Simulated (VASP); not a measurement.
# NaI (Fm-3m) in VASP: further runs

NaI is run at these levels: PBE; tasks: single point.

Everything below comes from runs of VASP 6.6.1. Logs are shortened: lines on timing, memory, paths and dates and some standing lists are left out, and cuts for length are marked.

### 1 The cell of the first run

The structure is cubic, space group Fm-3m (No. 225). Conventional cell: a = 6.473 Å, b = 6.473 Å, c = 6.473 Å, α = 90.00°, β = 90.00°, γ = 90.00°. Na (site symmetry m-3m) has 6 I at 3.24 Å within 4.3 Å. I (site symmetry m-3m) has 6 Na at 3.24 Å within 4.3 Å.

### 2 Single point, PBE

INCAR reads:

```
ALGO = Normal
EDIFF = 1E-6
ENCUT = 520
GGA = PE
ISIF = 2
ISMEAR = -1
LASPH = True
LCHARG = False
LREAL = False
LWAVE = False
NBANDS = 14
NELM = 80
PREC = Accurate
SIGMA = 0.01
```

KPOINTS reads:

```
k-points
0
Gamma
  7 7 7
```

POSCAR reads:

```
NaI
1.0
    0.0000000000      3.2364000000      3.2364000000
    3.2364000000      0.0000000000      3.2364000000
    3.2364000000      3.2364000000      0.0000000000
Na I
1 1
Direct
    0.0000000000      0.0000000000      0.0000000000
    0.5000000000      0.5000000000      0.5000000000
```

Potentials or basis: VASP PAW PBE potentials, release 64 (Na_pv, I).

Command:

```
$ cat potpaw_PBE.64/Na_pv/POTCAR potpaw_PBE.64/I/POTCAR > POTCAR
$ mpirun -np 1 vasp_std > vasp.out
```

OUTCAR:

```text
EDIFF = 1E-6
   ENCUT = 520
   GGA = PE
   ISIF = 2
   ISMEAR = -1
   LASPH = True
   LREAL = False
   NELM = 80
   PREC = Accurate

 ion  position               nearest neighbor table
   1  0.000  0.000  0.000-
   2  0.500  0.500  0.500-

  LATTYP: Found a face centered cubic cell.
 ALAT       =     6.4728000000

  Lattice vectors:

 A1 = (   0.0000000000,   3.2364000000,   3.2364000000)
 A2 = (   3.2364000000,   0.0000000000,   3.2364000000)
 A3 = (   3.2364000000,   3.2364000000,   0.0000000000)

Analysis of symmetry for initial positions (statically):
=====================================================================
 Subroutine PRICEL returns:
 Original cell was already a primitive cell.

 Routine SETGRP: Setting up the symmetry group for a
 face centered cubic supercell.

 Subroutine GETGRP returns: Found 48 space group operations
 (whereof 48 operations were pure point group operations)
 out of a pool of 48 trial point group operations.

The static configuration has the point symmetry O_h .

Analysis of symmetry for dynamics (positions and initial velocities):
=====================================================================
 Subroutine PRICEL returns:
 Original cell was already a primitive cell.

 Routine SETGRP: Setting up the symmetry group for a
 face centered cubic supercell.

 Subroutine GETGRP returns: Found 48 space group operations
 (whereof 48 operations were pure point group operations)
 out of a pool of 48 trial point group operations.

The dynamic configuration has the point symmetry O_h .

 Subroutine INISYM returns: Found 48 space group operations
 (whereof 48 operations are pure point group operations),
 and found     1 'primitive' translations

----------------------------------------------------------------------------------------

                                     Primitive cell

  volume of cell :      67.7980

  direct lattice vectors                    reciprocal lattice vectors
     0.000000000  3.236400000  3.236400000    -0.154492646  0.154492646  0.154492646
     3.236400000  0.000000000  3.236400000     0.154492646 -0.154492646  0.154492646
     3.236400000  3.236400000  0.000000000     0.154492646  0.154492646 -0.154492646

  length of vectors
     4.576960773  4.576960773  4.576960773     0.267589113  0.267589113  0.267589113

  position of ions in fractional coordinates (direct lattice)
     0.000000000  0.000000000  0.000000000
     0.500000000  0.500000000  0.500000000

  ion indices of the primitive-cell ions
   primitive index   ion index
                 1           1
                 2           2

----------------------------------------------------------------------------------------

 KPOINTS: k-points

Automatic generation of k-mesh.
 Grid dimensions read from file:
 generate k-points for:    7    7    7

 Generating k-lattice:

  Cartesian coordinates                     Fractional coordinates (reciprocal lattice)
    -0.022070378  0.022070378  0.022070378     0.142857143  0.000000000  0.000000000
     0.022070378 -0.022070378  0.022070378     0.000000000  0.142857143  0.000000000
     0.022070378  0.022070378 -0.022070378     0.000000000  0.000000000  0.142857143

  Length of vectors
     0.038227016  0.038227016  0.038227016

  Shift w.r.t. Gamma in fractional coordinates (k-lattice)
     0.000000000  0.000000000  0.000000000

 Subroutine IBZKPT returns following result:
 ===========================================

 Found     20 irreducible k-points:

 Following reciprocal coordinates:
            Coordinates               Weight
  0.000000  0.000000  0.000000      1.000000
  0.142857  0.000000  0.000000      8.000000
  0.285714  0.000000  0.000000      8.000000
  0.428571  0.000000  0.000000      8.000000
  0.142857  0.142857  0.000000      6.000000
  0.285714  0.142857  0.000000     24.000000
[... 12 lines left out ...]
 -0.428571  0.428571  0.142857     24.000000
 -0.285714  0.428571  0.142857     24.000000
   k-points           NKPTS =     20   k-points in BZ     NKDIM =     20   number of bands    NBANDS=     14
   number of dos      NEDOS =    301   number of ions     NIONS =      2
   total plane-waves  NPLWV =  46656
   dimension x,y,z NGX =    36 NGY =   36 NGZ =   36
   dimension x,y,z NGXF=    72 NGYF=   72 NGZF=   72
   ions per type =               1   1
   NGX,Y,Z   is equivalent  to a cutoff of  13.08, 13.08, 13.08 a.u.
   NGXF,Y,Z  is equivalent  to a cutoff of  26.15, 26.15, 26.15 a.u.
 SYSTEM =  unknown system
   PREC   = accura    normal or accurate (medium, high low for compatibility)
   ISTART =      0    job   : 0-new  1-cont  2-samecut
   ICHARG =      2    charge: 1-file 2-atom 10-const
   ISPIN  =      1    spin polarized calculation?
   LNONCOLLINEAR =      F non collinear calculations
   LSORBIT =      F    spin-orbit coupling
   LASPH  =      T    aspherical Exc in radial PAW
   ENCUT  =  520.0 eV  38.22 Ry    6.18 a.u.   8.51  8.51  8.51*2*pi/ulx,y,z
   NELM   =     80;   NELMIN=  2; NELMDL= -5     # of ELM steps
   EDIFF  = 0.1E-05   stopping-criterion for ELM
   LREAL  =      F    real-space projection
   EDIFFG = 0.1E-04   stopping-criterion for IOM
   NSW    =      0    number of steps for IOM
   IBRION =     -1    ionic relax: 0-MD 1-quasi-New 2-CG
   NFREE  =      0    steps in history (QN), initial steepest desc. (CG)
   ISIF   =      2    stress and relaxation
   ISYM   =      2    0-nonsym 1-usesym 2-fastsym
   POTIM  = 0.5000    time-step for ionic-motion
   TEBEG  =    0.0;   TEEND  =   0.0 temperature during run
   PSTRESS=    0.0 pullay stress
   NELECT =      14.0000    total number of electrons
   NUPDOWN=      -1.0000    fix difference up-down
   EMIN   =  10.00;   EMAX   =-10.00  energy-range for DOS
   EFERMI =   0.00;   METHOD = LEGACY
   ISMEAR =    -1;   SIGMA  =   0.01  broadening in eV -4-tet -1-fermi 0-gaus
   EFERMI_NEDOS =   21; number of points for ismear=-14 and -15
   IALGO  =     38    algorithm
   IMIX   =      4    mixing-type and parameters
     AMIX     =   0.40;   BMIX     =  1.00
     AMIX_MAG =   1.60;   BMIX_MAG =  1.00
  volume/ion in A,a.u.               =      33.90       228.76
  Fermi-wavevector in a.u.,A,eV,Ry     =   0.967636  1.828567 12.739397  0.936319
  Thomas-Fermi vector in A             =   2.097538
   LORBIT       =      0    0 simple, 1 ext, 2 COOP (PROOUT), +10 PAW based schemes
   GGA     = PE    functional components
   LHFCALC =     F    Hartree Fock is set to
   AEXX    =    0.0000 exact exchange contribution
   IVDW    =     0    specifies the selected vdW correction
   LEPSILON=     F    determine dielectric tensor
   LRPA    =     F    only Hartree local field effects (RPA)
 non-spin polarized calculation
  energy-cutoff  :      520.00
  volume of cell :       67.80
 maximum number of plane-waves:      1841
 NGX is ok and might be reduce to    36
   NGX = 17   NGY = 17   NGZ = 17

 number of electron      13.9999993 magnetization

 Free energy of the ion-electron system (eV)
  ---------------------------------------------------
  ext. energy  EPLUGINS =         0.00000000
  ---------------------------------------------------
  free energy    TOTEN  =        -5.38505372 eV

  energy without entropy =       -5.38505372  energy(sigma->0) =       -5.38505372

 E-fermi :   1.0614     XC(G=0):  -7.7049

 val. band max:        0.8064314894   @ k =   0.0000   0.0000   0.0000
 cond. band min:       4.4469151962   @ k =   0.0000   0.0000   0.0000
 fundamental gap:      3.6404837067
 Fermi energy:         1.0614421631

 k-point     1 :       0.0000    0.0000    0.0000
  band No.  band energies     occupation
      1     -21.6329      2.00000
      2     -21.6329      2.00000
      3     -21.6329      2.00000
      4     -10.2112      2.00000
      5       0.8064      2.00000
      6       0.8064      2.00000
      7       0.8064      2.00000
      8       4.4469      0.00000
      9       8.7362      0.00000
     10       8.7362      0.00000
     11       8.7362      0.00000
     12      10.5544      0.00000
     13      10.5544      0.00000
     14      11.2412      0.00000

 k-point     2 :       0.1429    0.0000    0.0000
  band No.  band energies     occupation
      1     -21.6339      2.00000
      2     -21.6330      2.00000
      3     -21.6330      2.00000
      4     -10.1557      2.00000
      5       0.2320      2.00000
      6       0.7495      2.00000
      7       0.7495      2.00000
      8       5.0910      0.00000
      9       8.3133      0.00000
     10       8.9108      0.00000
     11       8.9108      0.00000
     12      10.0773      0.00000
     13      10.0773      0.00000
     14      11.7090      0.00000

 k-point     3 :       0.2857    0.0000    0.0000
  band No.  band energies     occupation
      1     -21.6361      2.00000
      2     -21.6331      2.00000
      3     -21.6331      2.00000
      4     -10.0253      2.00000
      5      -0.7018      2.00000
      6       0.6287      2.00000
      7       0.6287      2.00000
      8       5.8429      0.00000
      9       8.4779      0.00000
     10       8.6557      0.00000
     11       8.6557      0.00000
     12      10.6243      0.00000
     13      10.6243      0.00000
     14      11.0811      0.00000
[... 256 lines left out ...]
 k-point    19 :      -0.4286    0.4286    0.1429
  band No.  band energies     occupation
      1     -21.6365      2.00000
      2     -21.6349      2.00000
      3     -21.6345      2.00000
      4      -9.8306      2.00000
      5      -0.9220      2.00000
      6      -0.1791      2.00000
      7       0.0216      2.00000
      8       6.0789      0.00000
      9       7.1236      0.00000
     10       8.9782      0.00000
     11      10.2469      0.00000
     12      11.9105      0.00000
     13      12.8901      0.00000
     14      13.8947      0.00000

 k-point    20 :      -0.2857    0.4286    0.1429
  band No.  band energies     occupation
      1     -21.6359      2.00000
      2     -21.6359      2.00000
      3     -21.6343      2.00000
      4      -9.8187      2.00000
      5      -0.6787      2.00000
      6      -0.6184      2.00000
      7       0.0519      2.00000
      8       6.5220      0.00000
      9       7.8241      0.00000
     10       8.7426      0.00000
     11       9.1063      0.00000
     12      11.7615      0.00000
     13      12.3819      0.00000
     14      14.4094      0.00000

------------------------ aborting loop because EDIFF is reached ----------------------------------------

  FORCE on cell =-STRESS in cart. coord.  units (eV):
  Direction    XX          YY          ZZ          XY          YZ          ZX
  --------------------------------------------------------------------------------------
  -------------------------------------------------------------------------------------
  Total        0.1878264      0.1878264      0.1878264     -0.0000000      0.0000000     -0.0000000
  in kB        4.4386465      4.4386465      4.4386465     -0.0000000      0.0000000     -0.0000000
  external PRESSURE =       4.4386465 kB  Pullay stress =       0.0000000 kB

 VOLUME and BASIS-vectors are now :
 -----------------------------------------------------------------------------
  energy-cutoff  :      520.00
  volume of cell :       67.80
      direct lattice vectors                 reciprocal lattice vectors
     0.000000000  3.236400000  3.236400000    -0.154492646  0.154492646  0.154492646
     3.236400000  0.000000000  3.236400000     0.154492646 -0.154492646  0.154492646
     3.236400000  3.236400000  0.000000000     0.154492646  0.154492646 -0.154492646

 POSITION                                       TOTAL-FORCE (eV/Angst)
 -----------------------------------------------------------------------------------
      0.00000      0.00000      0.00000         0.000000      0.000000      0.000000
      3.23640      3.23640      3.23640         0.000000     -0.000000     -0.000000
 -----------------------------------------------------------------------------------
    total drift:                                0.000000      0.000000      0.000000

  FREE ENERGIE OF THE ION-ELECTRON SYSTEM (eV)
  ---------------------------------------------------
  free  energy   TOTEN  =        -5.3850537211 eV

  energy  without entropy=       -5.3850537211  energy(sigma->0) =       -5.38505372
```

It took 21 s on 1 thread of Intel Xeon Platinum 8259CL at 2.50GHz (Skylake/Cascade Lake), shared host; peak memory 0.2 GiB.

Results:

```yaml
Free_energy: -5.3851 eV
Pressure: 0.4 GPa
Band_gap_on_the_k_mesh: 3.64 eV
```

Caveat: spin-orbit coupling is left out, which moves the levels of the heavy elements. As with any semilocal functional, this PBE gap is likely too small.

### 3 Single point, PBE, non-collinear spin, zero start, spin-orbit coupling

INCAR reads:

```
SYSTEM = NaI
PREC = Accurate
ENCUT = 520
EDIFF = 1E-6
ISMEAR = -1
SIGMA = 0.01
LREAL = .FALSE.
LASPH = .TRUE.
NELM = 150
ALGO = Normal
ISIF = 2
LWAVE = .FALSE.
LCHARG = .FALSE.
MAGMOM = 0 0 0 0 0 0
LORBIT = 11
LSORBIT = .TRUE.
GGA_COMPAT = .FALSE.
LORBMOM = .TRUE.
GGA = PE
NBANDS = 26
```

KPOINTS reads:

```
Automatic mesh
0
G
  7 7 7
  0 0 0
```

POSCAR is that of step 2.

Potentials or basis: VASP PAW PBE potentials, release 64 (Na_pv, I).

Command:

```
$ cat potpaw_PBE.64/Na_pv/POTCAR potpaw_PBE.64/I/POTCAR > POTCAR
$ mpirun -np 1 vasp_ncl > vasp.out
```

Run time: 1.8 min. Hardware: 1 thread of Intel Xeon Platinum 8259CL at 2.50GHz (Skylake/Cascade Lake), shared host; peak memory 0.4 GiB.

Results (log left out):

| Property | Result |
| --- | --- |
| Free energy | -5.5081 eV |
| Pressure | 0.5 GPa |
| Net moment | 0.00 μB per cell |
| Valence electrons inside the program's atomic spheres | Na 6.01; I 4.35 |

Moments on the atoms (μB; x, y, z):
```
Na  0.00 0.00 0.00
I   0.00 0.00 0.00
```

[end of part 1 of 2]
